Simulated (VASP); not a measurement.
Runs of VASP 6.6.1 on C. The structure is that of space group P2_1/m (No. 11), or close to it. The cells are those of the table. 

```tsv
cell	gap on the mesh (eV)	pressure (GPa)	largest force (eV/Å)
a = 3.650, b = 2.465, c = 10.492 Å, angles 90.0, 77.1, 90.0°, 10 atoms	none	-0.4	1.43
a = 3.650, b = 2.465, c = 11.078 Å, angles 90.0, 77.8, 90.0°, 10 atoms	-	(a)	2.04
a = 3.650, b = 2.465, c = 12.254 Å, angles 90.0, 79.0, 90.0°, 10 atoms	none	-0.7	2.50
a = 3.650, b = 2.465, c = 9.860 Å, angles 90.0, 76.3, 90.0°, 10 atoms	none	(b)	2.65
a = 3.650, b = 2.465, c = 10.103 Å, angles 90.0, 76.6, 90.0°, 10 atoms	none	1.9	1.62
```

Alike in all rows: task single point; level PBE+D3(BJ); potentials or basis VASP PAW PBE potentials, release 64 (C); no spin polarisation; k mesh 7 × 11 × 3; cutoff (eV) 520; smearing gaussian 0.05 eV.

Problem. Fill in the values left out.

Solution. (a) -1.6; (b) 5.2.

Caveats: forces of over 1 eV/Å act on the atoms, so gaps and moduli don't describe the material at rest; the cell stands under pressure (at least some runs).

A gap of «none» marks levels without a gap at the run's occupations.
